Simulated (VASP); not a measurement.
**Ni: single point with PBE**

The system is Ni.

```
Ni
1.0
     0.00000    1.75765    1.75765
     1.75765    0.00000    1.75765
     1.75765    1.75765    0.00000
Ni
1
Direct
  0.00000 0.00000 0.00000
```

| Item | Value |
| --- | --- |
| Program | VASP 6.6.1 |
| Task | single point |
| Functional | PBE |
| Potentials or basis | VASP PAW PBE potentials, release 64 (Ni) |
| Cutoff | 520 eV |
| k mesh | 20 × 20 × 20 |
| Occupations | gaussian, width 0.05 eV |
| Spin | collinear spin, ferromagnetic start |
| Starting moments | [0.75] μB |

The pressure is 0.4 GPa, the net moment is 0.63 μB per cell and the site moments are Ni +0.64 μB. The valence electrons inside the program's atomic spheres are Ni 9.31.

Levels at points of the mesh, in eV from the Fermi level:
Spin up:
| k point | band 2 | band 3 | band 4 | band 5 | band 6 | band 7 | band 8 | band 9 |
| --- | --- | --- | --- | --- | --- | --- | --- | --- |
| (0.00, 0.00, 0.00) | -2.45 | -2.45 | -2.45 | -1.27 | -1.27 | 23.73 | 27.61 | 27.61 |
| (0.50, 0.00, 0.00) | -2.43 | -2.43 | -0.62 | -0.62 | -0.30 | 5.66 | 22.22 | 24.70 |
| (0.50, 0.50, 0.00) | -4.22 | -0.56 | -0.49 | -0.49 | 2.44 | 9.23 | 14.84 | 14.84 |
Spin down:
```csv
k point,band 2,band 3,band 4,band 5,band 6,band 7,band 8,band 9
"(0.00, 0.00, 0.00)",-1.69,-1.69,-1.69,-0.68,-0.68,23.57,27.59,27.59
"(0.50, 0.00, 0.00)",-1.81,-1.81,-0.36,0.15,0.15,6.09,22.08,24.78
"(0.50, 0.50, 0.00)",-3.60,0.05,0.38,0.38,2.40,9.47,14.84,14.84
```

It took 38 s on 1 thread of Intel(R) Xeon(R) Platinum 8559C (Emerald Rapids), on a shared host, peak memory 0.17 GiB.
